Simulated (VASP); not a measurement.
A run of VASP 6.6.1 is set up as follows.

POSCAR

```
TiN
1.0
    0.0000000000      2.1584220500      2.1584220500
    2.1584220500      0.0000000000      2.1584220500
    2.1584220500      2.1584220500      0.0000000000
Ti N
1 1
Direct
    0.0000000000      0.0000000000      0.0000000000
    0.5000000000      0.5000000000      0.5000000000
```

INCAR.step1

```
  PREC = Accurate
  ENCUT = 520
  ISMEAR = -1
  SIGMA = 0.1
  LREAL = False
  LASPH = True
  NELM = 100
  NBANDS = 16
  GGA = PE
  ALGO = Normal
  EDIFF = 1E-4
  LWAVE = True
  LCHARG = False
```

File INCAR.step2:

```
  PREC = Accurate
  ENCUT = 520
  EDIFF = 1E-6
  ISMEAR = -1
  SIGMA = 0.1
  LREAL = False
  LASPH = True
  NELM = 100
  ALGO = Normal
  ISIF = 2
  LWAVE = False
  LCHARG = False
  METAGGA = R2SCAN
  LMIXTAU = True
  NBANDS = 16
  ISTART = 1
```

KPOINTS

```
regular mesh
0
Gamma
  14 14 14
```

Potentials or basis: VASP PAW PBE potentials, release 64 (Ti_sv, N).

Command:

```bash
$ cat potpaw_PBE.64/Ti_sv/POTCAR potpaw_PBE.64/N/POTCAR > POTCAR
$ cp INCAR.step1 INCAR
$ mpirun -np 1 vasp_std > vasp.out
$ cp INCAR.step2 INCAR
$ mpirun -np 1 vasp_std > vasp.out
```

Problem. Estimate the pressure.

Solution. -14.0 GPa.

Caveat: the PAW data sets were made with another functional, which shifts forces and pressure a little.
